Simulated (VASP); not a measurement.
Write the native input for VASP 6.6.1 that does the following.

```yaml
Task: single point
Functional: PBE
Dispersion: D3(BJ)
Potentials_or_basis: VASP PAW PBE potentials, release 64 (Be, Te)
Cutoff: 600 eV
k_mesh: 8 × 8 × 8
Occupations: gaussian, width 0.05 eV
Spin: no spin polarisation
Dipole_correction: no
Further_INCAR_settings: ALGO = Normal; EDIFF = 1e-06; NBANDS = 11
```

The structure of BeTe lies in POSCAR:

```
BeTe
1.0
    0.0000000000      2.7700007385      2.7700007385
    2.7700007385      0.0000000000      2.7700007385
    2.7700007385      2.7700007385      0.0000000000
Be Te
1 1
Direct
    0.0000000000      0.0000000000      0.0000000000
    0.7500000000      0.7500000000      0.7500000000
```

One way to write it, as run:

INCAR

```
SYSTEM = BeTe
PREC = Accurate ; ENCUT = 600
EDIFF = 1E-6 ; ISMEAR = 0
SIGMA = 0.05 ; LREAL = .FALSE.
LASPH = .TRUE. ; NELM = 120
ALGO = Normal ; ISIF = 2
LWAVE = .FALSE. ; LCHARG = .FALSE.
GGA = PE ; IVDW = 12
NBANDS = 11 ; GGA_COMPAT = .FALSE.
```

KPOINTS

```
Automatic mesh
0
G
  8 8 8
  0 0 0
```

Potentials or basis: VASP PAW PBE potentials, release 64 (Be, Te).

Command:

```console
$ cat potpaw_PBE.64/Be/POTCAR potpaw_PBE.64/Te/POTCAR > POTCAR
$ mpirun -np 1 vasp_std > vasp.out
```

Results of the run:

```
Pressure                   : 1.6 GPa
Band gap on the k mesh     : 1.85 eV, indirect (least direct gap 3.56 eV)
Dispersion energy per atom : -0.357 eV
```

Caveat: spin-orbit coupling is left out, which moves the levels of the heavy elements.

It took 6.7 s on 1 thread of Intel(R) Xeon(R) 6975P-C (Granite Rapids) (shared host), peak memory 0.19 GiB.
